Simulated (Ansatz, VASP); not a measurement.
## SiW12: VASP beside Ansatz

```xyz
13
Lattice="5.6644 0.0000 0.0000 0.0000 5.6644 0.0000 0.0000 0.0000 21.1501" Properties=species:S:1:pos:R:3 pbc="T T T"
W     1.4161    1.4161    4.0000
W     1.4161    4.2483    4.0000
W     4.2483    1.4161    4.0000
W     4.2483    4.2483    4.0000
W     0.0000    0.0000    6.0253
W     0.0000    2.8322    6.0253
W     2.8322    0.0000    6.0253
W     2.8322    2.8322    6.0253
W     1.4161    1.4161    8.0501
W     1.4161    4.2483    8.0501
W     4.2483    1.4161    8.0501
W     4.2483    4.2483    8.0501
Si    1.8881    2.8322   10.2501
```

Alike in both runs: task single point; functional PBE; dispersion D3(BJ); k mesh 5 × 5 × 1; occupations gaussian, width 0.1 eV; no spin polarisation.

|  | VASP | Ansatz |
| --- | --- | --- |
| version | VASP 6.6.1 | Ansatz 0.2.0 |
| potentials or method | VASP PAW PBE potentials, release 64 (W_sv, Si), cutoff 520 eV | scalar-relativistic, plane waves, PAW |
| valence electrons in the cell | 172 | 172 |

|  | VASP | Ansatz | Ansatz less VASP |
| --- | --- | --- | --- |
| gap on the k mesh at the Fermi level (eV) | none | none | - |
| rms of the force components (eV/Å) | 0.449 | 0.445 | -0.0041 |
| work function, face that differs most (eV) | 5.04 | 5.04 | -0.002 |

Atom by atom the forces differ by 0.014 eV/Å (rms over components). A gap of «none» marks a metal or a gap that the smearing closes.

Spin-orbit coupling is off throughout.
